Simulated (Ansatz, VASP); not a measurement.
Hg: VASP beside Ansatz

The input INCAR:

```
SYSTEM = Hg
PREC = Accurate ; ENCUT = 520
EDIFF = 1E-6 ; ISMEAR = 0
SIGMA = 0.15 ; LREAL = .False.
LASPH = .True. ; NELM = 100
ALGO = Fast ; ISIF = 2
LWAVE = .False. ; LCHARG = .False.
GGA = PS ; IVDW = 12
NBANDS = 19
```

Contents of KPOINTS:

```
regular mesh
0
Gamma
  18 18 10
  0 0 0
```

File POSCAR:

```
Hg
1.0
    3.1935000000      0.0000000000      0.0000000000
   -1.5967500000      2.7656521270      0.0000000000
    0.0000000000      0.0000000000      5.4194000000
Hg
2
Direct
    0.6666666667      0.3333333333      0.7500000000
    0.3333333333      0.6666666667      0.2500000000
```

Input for Ansatz:

```yaml
crystal:
  lattice:
    - [3.1935, 0.0, 0.0]
    - [-1.59675, 2.765652127, 0.0]
    - [0.0, 0.0, 5.4194]
  atoms:
    - { symbol: Hg, position: [0.6666666667, 0.3333333333, 0.75] }
    - { symbol: Hg, position: [0.3333333333, 0.6666666667, 0.25] }
basis:
  ecutwfc: 420
kpoints:
  mp_grid: { grid: [18, 18, 10] }
hamiltonian:
  xc: pbesol
  dispersion: d3bj
scf:
  occupations: { method: gaussian, width: 0.15 }
output:
  forces: true
  stress: true
  eigenvalues: true
```

Alike in both runs: task single point; functional PBEsol; dispersion D3(BJ); k mesh 18 × 18 × 10; occupations gaussian, width 0.15 eV; no spin polarisation.

|  | VASP | Ansatz |
| --- | --- | --- |
| version | VASP 6.6.1 | Ansatz 0.2.0 |
| potentials or method | VASP PAW PBE potentials, release 64 (Hg), cutoff 520 eV | scalar-relativistic, plane waves, PAW |
| valence electrons in the cell | 24 | 40 |

Ansatz gave:

| Item | Value |
| --- | --- |
| gap on the k mesh at the Fermi level (eV) | none |
| pressure (GPa) | -3.3 |
| traceless stress, the component that is largest in VASP (GPa) | -0.21 |

Problem. What did VASP give for the same quantities?

Solution. gap on the k mesh at the Fermi level (eV): none; pressure (GPa): -3.0; traceless stress, the component that is largest in VASP (GPa): -0.27.

VASP's potentials were made for PBE, not for PBEsol. A gap of «none» marks a metal or a gap that the smearing closes. VASP's potentials hold 24 valence electrons a cell and Ansatz's 40, so a difference there can come from the potentials and not from the codes.

Neither program's run includes spin-orbit coupling.
